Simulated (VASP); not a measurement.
Runs of VASP 6.6.1 on W. The structure is that of space group Pm-3m (No. 221), or close to it. The cells are those of the table. 

```csv
task,cell,cutoff (eV),k mesh for the DOS,occupations for the DOS,gap on the mesh (eV),pressure (GPa)
single point,"a = 2.319 Å, 1 atom",520,-,-,none,189.7
single point,"a = 2.565 Å, 1 atom",520,-,-,none,22.5
single point,"a = 2.489 Å, 1 atom",520,-,-,none,(b)
relaxation of cell and atoms,"relaxed from a = 2.593 Å, 1 atom",600,-,-,none,0.0
single point,"a = 2.638 Å, 1 atom",520,-,-,none,0.5
single point,"a = 2.121 Å, 1 atom",520,-,-,none,(a)
single point,"a = 2.225 Å, 1 atom",520,-,-,none,323.4
```

Alike in all rows: level PBE; potentials or basis VASP PAW PBE potentials, release 64 (W_sv); no spin polarisation; k mesh 16 × 16 × 16; smearing fermi-dirac 0.1 eV.

Q: Estimate the missing entries.

A: (a) 556.9; (b) 56.2.

Caveats: spin-orbit coupling is left out, which moves the levels of the heavy elements.

A k mesh can miss the band edges, and the runs leave out spin-orbit coupling on W.

A gap of «none» marks levels without a gap at the run's occupations.
